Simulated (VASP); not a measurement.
Here is a VASP 6.6.1 calculation.

INCAR

```
  ALGO = Normal
  EDIFF = 1E-6
  ENCUT = 520
  GGA = PS
  ISIF = 2
  ISMEAR = 0
  LASPH = T
  LCHARG = F
  LREAL = Auto
  LWAVE = F
  NBANDS = 43
  NELECT = 56.0
  NELM = 80
  PREC = Accurate
  SIGMA = 0.05
```

KPOINTS

```
k-points
0
Gamma
  6 6 6
```

POSCAR

```
Si8C7
1.0
    4.3568001662      0.0000000000     -4.3568001662
    0.0000000000      4.3568001662     -4.3568001662
    4.3568001662      4.3568001662      0.0000000000
Si C
8 7
Direct
    0.5000000000      0.0000000000      0.0000000000
    0.5000000000      0.0000000000      0.5000000000
    0.5000000000      0.5000000000      0.0000000000
    0.5000000000      0.5000000000      0.5000000000
    1.0000000000      0.0000000000      0.0000000000
    1.0000000000      0.0000000000      0.5000000000
    1.0000000000      0.5000000000      0.0000000000
    1.0000000000      0.5000000000      0.5000000000
    0.0844251082      0.1655748918      0.4375000000
    0.1250000000      0.6250000000      0.1250000000
    0.1250000000      0.6250000000      0.6250000000
    0.6250000000      0.1250000000      0.1250000000
    0.6250000000      0.1250000000      0.6250000000
    0.6250000000      0.6250000000      0.1250000000
    0.6250000000      0.6250000000      0.6250000000
```

Potentials or basis: VASP PAW PBE potentials, release 64 (Si, C).

Run with:

```sh
$ cat potpaw_PBE.64/Si/POTCAR potpaw_PBE.64/C/POTCAR > POTCAR
$ mpirun -np 1 vasp_std > vasp.out
```

Question: Estimate the largest force.

Answer: 66.557 eV/Å.

Forces on the atoms (eV/Å):
```
Si    1.064  -1.386  -0.883
Si   -0.056  -1.144  -0.168
Si   -0.002   0.031  -0.036
Si    0.071  -0.018   0.011
Si    0.024   0.076   1.253
Si   -4.989 -24.144  60.410
Si   -1.018   1.279  -0.665
Si   -1.247  -0.503   0.341
C     7.821  25.907 -60.807
C    -0.270  -0.523  -1.355
C     0.651  -1.189   0.709
C    -0.387   0.139  -0.680
C    -1.413   0.994   1.321
C     0.047   0.085   0.372
C    -0.296   0.396   0.176
```

Caveat: the cell carries a net charge on a neutralising background, which shifts energy and pressure; the cell differs from its parent crystal (atoms taken out, atom 9 moved 0.375 of the way to it and -0.250 Å across, host rigid); atoms lie so close that the PAW spheres overlap strongly, which falsifies energies and pressures; the PAW data sets were made with another functional, which shifts forces and pressure a little.
